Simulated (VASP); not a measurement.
# CdF2 (R-3m) in VASP: a series of runs, part 2 of 2

VASP 6.6.1. Earlier steps stand in the parts before.

## 4. Electric field gradients, LDA (equal xy, yz and zx shear strains of -1 %)

INCAR

```
SYSTEM = CdF2
PREC = Accurate ; ENCUT = 520
EDIFF = 1E-8 ; ISMEAR = -1
SIGMA = 0.02 ; LREAL = .FALSE.
LASPH = .TRUE. ; NELM = 100
ALGO = Normal ; ISIF = 2
LWAVE = .FALSE. ; LCHARG = .FALSE.
LEFG = .TRUE. ; NBANDS = 20
```

KPOINTS

```
regular mesh
0
G
  8 8 8
  0 0 0
```

POSCAR

```
CdF2
1.0
   -0.0269400000      2.6805300000      2.6805300000
    2.6805300000     -0.0269400000      2.6805300000
    2.6805300000      2.6805300000     -0.0269400000
Cd F
1 2
Direct
    0.0000000000      0.0000000000      0.0000000000
    0.2500000000      0.2500000000      0.2500000000
    0.7500000000      0.7500000000      0.7500000000
```

Potentials or basis: VASP PAW LDA potentials, release 64 (Cd, F).

The run is started by

```bash
cat potpaw_LDA.64/Cd/POTCAR potpaw_LDA.64/F/POTCAR > POTCAR
mpirun -np 1 vasp_std > vasp.out
```

OUTCAR:

```text
SYSTEM = CdF2
   PREC = Accurate
   ENCUT = 520
   EDIFF = 1E-8
   ISMEAR = -1
   LREAL = .FALSE.
   LASPH = .TRUE.
   NELM = 100
   ISIF = 2

 ion  position               nearest neighbor table
   1  0.000  0.000  0.000-   2 2.31   3 2.31   3 2.34   3 2.34   3 2.34   2 2.34   2 2.34   2 2.34

   2  0.250  0.250  0.250-   1 2.31   1 2.34   1 2.34   1 2.34
   3  0.750  0.750  0.750-   1 2.31   1 2.34   1 2.34   1 2.34

  LATTYP: Found a trigonal (rhomboedric) cell.
 ALAT       =     3.7909376051
 COS(alpha) =     0.4899250057

  Lattice vectors:

[... 770 lines left out ...]

  energy  without entropy=      -12.7147827579  energy(sigma->0) =      -12.71478276

 Electric field gradients (V/A^2)
---------------------------------------------------------------------
 ion       V_xx      V_yy      V_zz      V_xy      V_xz      V_yz
---------------------------------------------------------------------
   1      -0.000     0.000     0.000    -5.272    -5.272    -5.272
   2      -0.000    -0.000    -0.000     1.430     1.430     1.430
   3      -0.000    -0.000    -0.000     1.430     1.430     1.430
---------------------------------------------------------------------

 Electric field gradients after diagonalization (V/A^2)
 (convention: |V_zz| > |V_xx| > |V_yy|)
----------------------------------------------------------------------
 ion       V_xx      V_yy      V_zz     asymmetry (V_yy - V_xx)/ V_zz
----------------------------------------------------------------------
   1       5.272     5.272   -10.545       0.000
   2      -1.430    -1.430     2.861       0.000
   3      -1.430    -1.430     2.861       0.000
----------------------------------------------------------------------

           NMR quadrupolar parameters

 Cq : quadrupolar parameter    Cq=e*Q*V_zz/h
 eta: asymmetry parameters     (V_yy - V_xx)/ V_zz
 Q  : nuclear electric quadrupole moment in mb (millibarn)
----------------------------------------------------------------------
 ion       Cq(MHz)       eta       Q (mb)
----------------------------------------------------------------------
   1      -0.025       0.000       1.000
   2       0.007       0.000       1.000
   3       0.007       0.000       1.000
----------------------------------------------------------------------
```

OSZICAR:

```text
N       E                     dE             d eps       ncg     rms          rms(c)
DAV:   1     0.197681168027E+03    0.19768E+03   -0.15475E+04  2680   0.132E+03
DAV:   2    -0.553214245616E+01   -0.20321E+03   -0.19484E+03  2848   0.344E+02
DAV:   3    -0.142420668766E+02   -0.87099E+01   -0.86873E+01  2960   0.781E+01
DAV:   4    -0.142810905443E+02   -0.39024E-01   -0.39022E-01  2868   0.539E+00
DAV:   5    -0.142812304889E+02   -0.13994E-03   -0.13994E-03  2936   0.292E-01    0.992E+00
DAV:   6    -0.127402243618E+02    0.15410E+01   -0.35192E+00  3388   0.362E+01    0.754E+00
DAV:   7    -0.127507154145E+02   -0.10491E-01   -0.71860E-01  2672   0.776E+00    0.427E+00
DAV:   8    -0.127235872438E+02    0.27128E-01   -0.14440E-01  2764   0.336E+00    0.716E-01
DAV:   9    -0.127145114816E+02    0.90758E-02   -0.28902E-02  3304   0.211E+00    0.948E-02
DAV:  10    -0.127147642077E+02   -0.25273E-03   -0.26617E-03  2684   0.530E-01    0.746E-02
DAV:  11    -0.127147880383E+02   -0.23831E-04   -0.93925E-05  2988   0.136E-01    0.353E-02
DAV:  12    -0.127147824780E+02    0.55603E-05   -0.36504E-05  2712   0.566E-02    0.116E-02
DAV:  13    -0.127147827516E+02   -0.27355E-06   -0.24370E-06  2884   0.157E-02    0.151E-03
DAV:  14    -0.127147827579E+02   -0.63678E-08   -0.35276E-08  2896   0.192E-03
   1 F= -.12714783E+02 E0= -.12714783E+02  d E =-.101197E-10
```

stdout:

```text
POSCAR found type information on POSCAR CdF
 POSCAR found :  2 types and       3 ions
 scaLAPACK will be used
 LDA part: xc-table for (Slater(with rela. corr.)+CA(PZ))
 , standard interpolation
 POSCAR, INCAR and KPOINTS ok, starting setup
 FFT: planning ... GRIDC
 FFT: planning ... GRID_SOFT
 FFT: planning ... GRID
 WAVECAR not read
 entering main loop
ion   1

ion   2

ion   3
```

Run time: 44 s. Hardware: 1 thread of Intel Xeon 8259CL, shared host; peak memory 0.17 GiB.

Results:

| Item | Value |
| --- | --- |
| Free energy | -12.7148 eV |
| Pressure | -4.7 GPa |
| Largest force | 0.030 eV/Å |
| Band gap on the k mesh | 2.80 eV (least direct gap 3.23 eV) |
| Largest electric field gradient by atom | Cd -10.5; F +2.9 V/Å² |

Forces on the atoms (eV/Å):
```
Cd   0.000  0.000  0.000
F    0.017  0.017  0.017
F   -0.017 -0.017 -0.017
```

Stress tensor (GPa, compression positive):
```
-4.69  0.26  0.26
 0.26 -4.69  0.26
 0.26  0.26 -4.69
```

Electric field gradients, principal values (V/Å²):
```csv
atom,least,middle,greatest (by size)
1 Cd,5.272,5.272,-10.545
2 F,-1.430,-1.430,2.861
3 F,-1.430,-1.430,2.861
```

Caveat: the cell differs from its parent crystal (equal xy, yz and zx shear strains of -1 %); the cell stands under tension; without QUAD_EFG the Cq values of the log hold for a quadrupole moment of 1 mb, not for the nuclei. A k mesh can miss the band edges.

## 5. Electric field gradients, LDA (equal xy, yz and zx shear strains of +1 %)

INCAR

```
PREC = Accurate ; ENCUT = 520
EDIFF = 1E-8 ; ISMEAR = -1
SIGMA = 0.02 ; LREAL = False
LASPH = True ; NELM = 80
ALGO = Normal ; ISIF = 2
LWAVE = False ; LCHARG = False
LEFG = True ; NBANDS = 20
```

KPOINTS

```
regular mesh
0
Gamma
  8 8 8
```

POSCAR

```
CdF2
1.0
    0.0269400000      2.7074700000      2.7074700000
    2.7074700000      0.0269400000      2.7074700000
    2.7074700000      2.7074700000      0.0269400000
Cd F
1 2
Direct
    0.0000000000      0.0000000000      0.0000000000
    0.2500000000      0.2500000000      0.2500000000
    0.7500000000      0.7500000000      0.7500000000
```

Potentials or basis: VASP PAW LDA potentials, release 64 (Cd, F).

The run is started by

```bash
cat potpaw_LDA.64/Cd/POTCAR potpaw_LDA.64/F/POTCAR > POTCAR
mpirun -np 1 vasp_std > vasp.out
```

OUTCAR:

```text
PREC = Accurate
   ENCUT = 520
   EDIFF = 1E-8
   ISMEAR = -1
   LREAL = False
   LASPH = True
   NELM = 80
   ISIF = 2

 ion  position               nearest neighbor table
   1  0.000  0.000  0.000-   3 2.33   2 2.33   3 2.33   3 2.33   2 2.33   2 2.33   3 2.36   2 2.36

   2  0.250  0.250  0.250-   1 2.33   1 2.33   1 2.33   1 2.36
   3  0.750  0.750  0.750-   1 2.33   1 2.33   1 2.33   1 2.36

  LATTYP: Found a trigonal (rhomboedric) cell.
 ALAT       =     3.8290355660
 COS(alpha) =     0.5099250056

  Lattice vectors:

 A1 = (   0.0269400000,   2.7074700000,   2.7074700000)
 A2 = (   2.7074700000,   0.0269400000,   2.7074700000)
 A3 = (   2.7074700000,   2.7074700000,   0.0269400000)

Analysis of symmetry for initial positions (statically):
[... 749 lines left out ...]
      direct lattice vectors                 reciprocal lattice vectors
     0.026940000  2.707470000  2.707470000    -0.187453693  0.185606859  0.185606859
     2.707470000  0.026940000  2.707470000     0.185606859 -0.187453693  0.185606859
     2.707470000  2.707470000  0.026940000     0.185606859  0.185606859 -0.187453693

 POSITION                                       TOTAL-FORCE (eV/Angst)
 -----------------------------------------------------------------------------------
      0.00000      0.00000      0.00000         0.000000      0.000000     -0.000000
      1.36047      1.36047      1.36047        -0.014415     -0.014415     -0.014415
      4.08141      4.08141      4.08141         0.014415      0.014415      0.014415
 -----------------------------------------------------------------------------------
    total drift:                                0.000000      0.000000      0.000000

  FREE ENERGIE OF THE ION-ELECTRON SYSTEM (eV)
  ---------------------------------------------------
  free  energy   TOTEN  =       -12.7148470677 eV

  energy  without entropy=      -12.7148470677  energy(sigma->0) =      -12.71484707

 Electric field gradients (V/A^2)
---------------------------------------------------------------------
 ion       V_xx      V_yy      V_zz      V_xy      V_xz      V_yz
---------------------------------------------------------------------
   1       0.000     0.000     0.000     4.951     4.951     4.951
   2       0.000    -0.000     0.000    -1.357    -1.357    -1.357
   3       0.000    -0.000     0.000    -1.357    -1.357    -1.357
---------------------------------------------------------------------

 Electric field gradients after diagonalization (V/A^2)
 (convention: |V_zz| > |V_xx| > |V_yy|)
----------------------------------------------------------------------
 ion       V_xx      V_yy      V_zz     asymmetry (V_yy - V_xx)/ V_zz
----------------------------------------------------------------------
   1      -4.951    -4.951     9.903       0.000
   2       1.357     1.357    -2.714       0.000
   3       1.357     1.357    -2.714       0.000
----------------------------------------------------------------------

           NMR quadrupolar parameters

 Cq : quadrupolar parameter    Cq=e*Q*V_zz/h
 eta: asymmetry parameters     (V_yy - V_xx)/ V_zz
 Q  : nuclear electric quadrupole moment in mb (millibarn)
----------------------------------------------------------------------
 ion       Cq(MHz)       eta       Q (mb)
----------------------------------------------------------------------
   1       0.024       0.000       1.000
   2      -0.007       0.000       1.000
   3      -0.007       0.000       1.000
----------------------------------------------------------------------
```

OSZICAR:

```text
N       E                     dE             d eps       ncg     rms          rms(c)
DAV:   1     0.193017348061E+03    0.19302E+03   -0.15487E+04  2720   0.133E+03
DAV:   2    -0.595128503553E+01   -0.19897E+03   -0.19114E+03  2820   0.342E+02
DAV:   3    -0.142452252972E+02   -0.82939E+01   -0.82705E+01  3020   0.764E+01
DAV:   4    -0.142811563836E+02   -0.35931E-01   -0.35929E-01  2796   0.517E+00
DAV:   5    -0.142812879504E+02   -0.13157E-03   -0.13157E-03  2956   0.283E-01    0.992E+00
DAV:   6    -0.127402439281E+02    0.15410E+01   -0.35181E+00  3384   0.362E+01    0.753E+00
DAV:   7    -0.127508023579E+02   -0.10558E-01   -0.71894E-01  2720   0.776E+00    0.427E+00
DAV:   8    -0.127236835675E+02    0.27119E-01   -0.14475E-01  2732   0.337E+00    0.716E-01
DAV:   9    -0.127145749735E+02    0.91086E-02   -0.29012E-02  3344   0.212E+00    0.948E-02
DAV:  10    -0.127148283991E+02   -0.25343E-03   -0.26651E-03  2664   0.530E-01    0.749E-02
DAV:  11    -0.127148522922E+02   -0.23893E-04   -0.94599E-05  2992   0.136E-01    0.353E-02
DAV:  12    -0.127148467883E+02    0.55039E-05   -0.36294E-05  2692   0.565E-02    0.116E-02
DAV:  13    -0.127148470610E+02   -0.27267E-06   -0.24434E-06  2884   0.156E-02    0.152E-03
DAV:  14    -0.127148470677E+02   -0.67339E-08   -0.35084E-08  2856   0.192E-03
   1 F= -.12714847E+02 E0= -.12714847E+02  d E =-.148416E-11
```

stdout:

```text
POSCAR found type information on POSCAR CdF
 POSCAR found :  2 types and       3 ions
 scaLAPACK will be used
 LDA part: xc-table for (Slater(with rela. corr.)+CA(PZ))
 , standard interpolation
 POSCAR, INCAR and KPOINTS ok, starting setup
 FFT: planning ... GRIDC
 FFT: planning ... GRID_SOFT
 FFT: planning ... GRID
 WAVECAR not read
 entering main loop
ion   1

ion   2

ion   3
```

It took 44 s on 1 thread of Intel Xeon 8259CL, shared host; peak memory 0.17 GiB.

Results:

- Free energy: -12.7148 eV
- Pressure: -4.7 GPa
- Largest force: 0.025 eV/Å
- Band gap on the k mesh: 2.80 eV (least direct gap 3.26 eV)
- Largest electric field gradient by atom: Cd +9.9; F -2.7 V/Å²

Forces on the atoms (eV/Å):
```
Cd   0.000  0.000  0.000
F   -0.014 -0.014 -0.014
F    0.014  0.014  0.014
```

Levels at points of the mesh, in eV from the valence-band top:
| k point | band 10 | band 11 | band 12 | band 13 | band 14 | band 15 | band 16 | band 17 |
| --- | --- | --- | --- | --- | --- | --- | --- | --- |
| (0.00, 0.00, 0.00) | -0.97 | -0.53 | -0.46 | -0.46 | 2.80 | 12.12 | 12.41 | 12.41 |
| (0.50, 0.00, 0.00) | -1.92 | -1.89 | -0.41 | -0.38 | 6.97 | 8.82 | 14.01 | 14.22 |
| (0.50, 0.50, 0.00) | -3.04 | -0.52 | -0.11 | -0.07 | 7.76 | 9.34 | 11.45 | 13.84 |
| (0.50, 0.50, 0.50) | -1.89 | -1.89 | -0.35 | -0.35 | 6.88 | 8.73 | 14.21 | 14.21 |

Electric field gradients, principal values (V/Å²):
```csv
atom,least,middle,greatest (by size)
1 Cd,-4.951,-4.951,9.903
2 F,1.357,1.357,-2.714
3 F,1.357,1.357,-2.714
```

Caveat: the cell differs from its parent crystal (equal xy, yz and zx shear strains of +1 %); the cell stands under tension; without QUAD_EFG the Cq values of the log hold for a quadrupole moment of 1 mb, not for the nuclei. A k mesh can miss the band edges.

## 6. Summary

| cell | gap on the mesh (eV) | pressure (GPa) | largest force (eV/Å) |
| --- | --- | --- | --- |
| a = 3.772 Å, angles 61.3°, 3 atoms | 2.80 | -4.6 | 0.06 |
| a = 3.791 Å, angles 60.7°, 3 atoms | 2.80 | -4.7 | 0.03 |
| a = 3.829 Å, angles 59.3°, 3 atoms | 2.80 | -4.7 | 0.02 |

Alike in all rows: task electric field gradients; level LDA; potentials or basis VASP PAW LDA potentials, release 64 (Cd, F); no spin polarisation; k mesh 8 × 8 × 8; cutoff (eV) 520; smearing fermi-dirac 0.02 eV.

Caveats: the cell stands under tension.

Total energies depend on the potentials used, so only differences within one code and one set of settings carry meaning.
